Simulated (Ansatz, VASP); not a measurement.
## One calculation of Al3Cu, two programs

File POSCAR:

```
Al3Cu
1.0
    2.7737808638      0.0000000000      0.0000000000
    0.0000000000      2.7737808638      0.0000000000
    0.0000000000      0.0000000000      7.5918631133
Al Cu
3 1
Direct
    0.0000000000      0.0000000000      0.5131719972
    0.5000000000      0.5000000000      0.2358149978
    0.5000000000      0.5000000000      0.7905289966
    0.0000000000      0.0000000000      0.0000000000
```

The input INCAR.step1:

```
PREC = Accurate ; ENCUT = 520
ISMEAR = 0 ; SIGMA = 0.15
LREAL = F ; LASPH = T
NELM = 80 ; NBANDS = 18
GGA = PE ; ALGO = Normal
EDIFF = 1E-4 ; LWAVE = T
LCHARG = F
```

File INCAR.step2:

```
PREC = Accurate ; ENCUT = 520
EDIFF = 1E-6 ; ISMEAR = 0
SIGMA = 0.15 ; LREAL = F
LASPH = T ; NELM = 80
ALGO = Normal ; ISIF = 2
LWAVE = F ; LCHARG = F
METAGGA = R2SCAN ; LMIXTAU = T
NBANDS = 18 ; ISTART = 1
```

KPOINTS

```
regular mesh
0
Gamma
  18 18 6
```

Input for Ansatz:

```yaml
crystal:
  lattice:
    - [2.7737808638, 0.0, 0.0]
    - [0.0, 2.7737808638, 0.0]
    - [0.0, 0.0, 7.5918631133]
  atoms:
    - { symbol: Al, position: [0.0, 0.0, 0.5131719972] }
    - { symbol: Al, position: [0.5, 0.5, 0.2358149978] }
    - { symbol: Al, position: [0.5, 0.5, 0.7905289966] }
    - { symbol: Cu, position: [0.0, 0.0, 0.0] }
basis:
  ecutwfc: 500
kpoints:
  mp_grid: { grid: [18, 18, 6] }
hamiltonian:
  xc: r2scan
scf:
  occupations: { method: gaussian, width: 0.15 }
output:
  forces: true
  stress: true
  eigenvalues: true
```

Change from the starting cell: all Al atoms moved -0.100 Å, as atom 1 towards its neighbour atom 4 (Cu) at 3.796 Å.

Alike in both runs: task single point; functional r2SCAN; k mesh 18 × 18 × 6; occupations gaussian, width 0.15 eV; no spin polarisation.

|  | VASP | Ansatz |
| --- | --- | --- |
| version | VASP 6.6.1 | Ansatz 0.2.0 |
| potentials or method | VASP PAW PBE potentials, release 64 (Al, Cu), cutoff 520 eV | scalar-relativistic, plane waves, PAW |
| valence electrons in the cell | 20 | 28 |

|  | VASP | Ansatz | Ansatz less VASP |
| --- | --- | --- | --- |
| gap on the k mesh at the Fermi level (eV) | none | none | - |
| pressure (GPa) | 0.1 | 0.3 | +0.19 |
| traceless stress, the component that is largest in VASP (GPa) | -0.14 | -0.14 | +0.001 |
| rms of the force components (eV/Å) | 0.222 | 0.221 | -0.0014 |

VASP's potentials were made for PBE, not for r2SCAN. Atom by atom the forces differ by 0.008 eV/Å (rms over components). A gap of «none» marks a metal or a gap that the smearing closes. The functional is the same, so the differences come from potentials, cutoffs and numerics. VASP's potentials hold 20 valence electrons a cell and Ansatz's 28, so a difference there can come from the potentials and not from the codes.
